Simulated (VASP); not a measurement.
Wanted: the native input for a VASP 6.6.1 run.

```
Task                               : single point
Functional                         : HSE06
Potentials or basis                : VASP PAW PBE potentials, release 64 (B, N)
Cutoff                             : 520 eV
k mesh                             : 8 × 8 × 8
Occupations                        : gaussian, width 0.01 eV
Spin                               : no spin polarisation
Dipole correction                  : no
Grid for exact exchange (PRECFOCK) : Normal
Further INCAR settings             : ALGO = Normal; EDIFF = 1e-06; NBANDS = 11
Share of exact exchange            : 0.25
Screening parameter                : 0.2079 1/Å
```

The system is BN.

```
B N
1.0
     0.01851    1.74583    1.74583
     1.74583    0.01851    1.74583
     1.76433    1.76433    0.00000
B N
1 1
Cartesian
  0.0000 0.0000 0.0000
  1.7643 1.7643 1.7458
```

This cell differs from its parent crystal: shear xy strain +2.1%.

One way to write it, as run:

POSCAR

```
BN
1.0
    0.0185057549      1.7458259350      1.7458259350
    1.7458259350      0.0185057549      1.7458259350
    1.7643316899      1.7643316899      0.0000000000
B N
1 1
Direct
    0.0000000000      0.0000000000      0.0000000000
    0.5000000000      0.5000000000      0.5000000000
```

INCAR.step1

```
SYSTEM = BN
  PREC = Accurate
  ENCUT = 520
  EDIFF = 1E-5
  ISMEAR = 0
  SIGMA = 0.01
  LREAL = .False.
  LASPH = .True.
  NELM = 80
  ALGO = Normal
  ISIF = 2
  LWAVE = .True.
  LCHARG = .False.
  GGA = PE
  NBANDS = 11
```

INCAR.step2

```
SYSTEM = BN
  PREC = Accurate
  ENCUT = 520
  EDIFF = 1E-6
  ISMEAR = 0
  SIGMA = 0.01
  LREAL = .False.
  LASPH = .True.
  NELM = 80
  ALGO = Normal
  ISIF = 2
  LWAVE = .False.
  LCHARG = .False.
  GGA = PE
  LHFCALC = .True.
  HFSCREEN = 0.2079
  PRECFOCK = Normal
  ISTART = 1
  NBANDS = 11
```

KPOINTS

```
regular mesh
0
Gamma
  8 8 8
  0 0 0
```

Potentials or basis: VASP PAW PBE potentials, release 64 (B, N).

Command:

```console
$ cat potpaw_PBE.64/B/POTCAR potpaw_PBE.64/N/POTCAR > POTCAR
$ cp INCAR.step1 INCAR
$ mpirun -np 1 vasp_std > vasp.out
$ cp INCAR.step2 INCAR
$ mpirun -np 1 vasp_std > vasp.out
```

Results of the run:

The pressure is -8.0 GPa and the band gap on the k mesh is 2.12 eV (least direct gap 7.04 eV).

Caveat: the cell differs from its parent crystal (shear xy strain +2.1%); the cell stands under tension; the PAW data sets were made with another functional, which shifts forces and pressure a little.

Run time: 26 min on 1 thread of Intel(R) Xeon(R) Platinum 8259CL CPU @ 2.50GHz (Skylake/Cascade Lake), with other jobs on the host, peak memory 0.23 GiB.
